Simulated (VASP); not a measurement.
Runs of VASP 6.6.1 on Au. The structure is that of space group Fm-3m (No. 225), or close to it. The cells are those of the table. 

| task | cell | k mesh | cutoff (eV) | smearing | gap on the mesh (eV) | pressure (GPa) |
| --- | --- | --- | --- | --- | --- | --- |
| single point | a = 2.940 Å, angles 60.0°, 1 atom | 18 × 18 × 18 | 520 | gaussian 0.1 eV | none | -0.3 |
| single point | a = 2.921 Å, angles 60.0°, 1 atom | 20 × 20 × 20 | 520 | fermi-dirac 0.15 eV | none | 2.8 |
| single point | a = 2.945 Å, angles 60.0°, 1 atom | 8 × 8 × 8 | 500 | gaussian 0.1 eV | none | -0.2 |
| single point | a = 2.960 Å, angles 60.0°, 1 atom | 20 × 20 × 20 | 520 | fermi-dirac 0.15 eV | none | (a) |

Alike in all rows: level PBE; potentials or basis VASP PAW PBE potentials, release 64 (Au); no spin polarisation.

Question: Fill in the values left out.

Answer: (a) -2.8.

Caveats: spin-orbit coupling is left out, which moves the levels of the heavy elements.

A k mesh can miss the band edges, and the runs leave out spin-orbit coupling on Au.

A gap of «none» marks levels without a gap at the run's occupations.
